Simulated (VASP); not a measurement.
Here is a VASP 6.6.1 calculation.

File INCAR:

```
SYSTEM = Ru
  PREC = Accurate
  ENCUT = 520
  EDIFF = 1E-6
  ISMEAR = 0
  SIGMA = 0.1
  LREAL = .FALSE.
  LASPH = .TRUE.
  NELM = 100
  ALGO = Normal
  ISIF = 2
  LWAVE = .FALSE.
  LCHARG = .FALSE.
  GGA = PS
  NBANDS = 96
```

Contents of KPOINTS:

```
regular mesh
0
G
  3 3 3
  0 0 0
```

The input POSCAR:

```
Ru
1.0
    3.2892245737      1.8990346930      5.8251235857
   -3.2892245737      1.8990346930      5.8251235857
    0.0000000000     -3.7980693861      5.8251235857
Ru
12
Direct
    0.0189411641      0.6354319856      0.0189411641
    0.0189411641      0.0189411641      0.6354319856
    0.6354319856      0.0189411641      0.0189411641
    0.9810588359      0.3645680144      0.9810588359
    0.3645680144      0.9810588359      0.9810588359
    0.9810588359      0.9810588359      0.3645680144
    0.2329426392      0.6095370139      0.2329426392
    0.2329426392      0.2329426392      0.6095370139
    0.6095370139      0.2329426392      0.2329426392
    0.7670573608      0.3904629861      0.7670573608
    0.3904629861      0.7670573608      0.7670573608
    0.7670573608      0.7670573608      0.3904629861
```

Potentials or basis: VASP PAW PBE potentials, release 64 (Ru_pv).

The run is started by

```console
$ cat potpaw_PBE.64/Ru_pv/POTCAR > POTCAR
$ mpirun -np 1 vasp_std > vasp.out
```

(1) What does it give for the band gap on the k mesh?

(2) What does it give for the largest force?

(3) Estimate the pressure.

Answers

(1) zero (bands 84 and 85 overlap by 0.20 eV).

(2) 0.167 eV/Å.

(3) 0.3 GPa.

Caveat: the k points lie up to 0.39 Å⁻¹ apart; the PAW data sets were made with another functional, which shifts forces and pressure a little.
